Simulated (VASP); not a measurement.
Input of a VASP 6.6.1 run:

INCAR

```
SYSTEM = BiTe
PREC = Accurate ; ENCUT = 520
EDIFF = 1E-7 ; ISMEAR = 0
SIGMA = 0.05 ; LREAL = .False.
LASPH = .True. ; NELM = 80
ALGO = Normal ; ISIF = 2
LWAVE = .False. ; LCHARG = .True.
GGA = PE ; LELF = .True.
LVHAR = .True. ; NBANDS = 18
```

The input KPOINTS:

```
Automatic mesh
0
Gamma
  8 8 8
  0 0 0
```

The input POSCAR:

```
BiTe
1.0
    0.0000000000      3.6704371819      3.6704371819
    3.6704371819      0.0000000000      3.6704371819
    3.6704371819      3.6704371819      0.0000000000
Bi Te
1 1
Direct
    0.0000000000      0.0000000000      0.0000000000
    0.2500000000      0.2500000000      0.2500000000
```

Potentials or basis: VASP PAW PBE potentials, release 64 (Bi_d, Te).

Run with:

```sh
$ cat potpaw_PBE.64/Bi_d/POTCAR potpaw_PBE.64/Te/POTCAR > POTCAR
$ mpirun -np 1 vasp_std > vasp.out
```

Question: What does it give for the pressure?

Answer: -1.0 GPa.
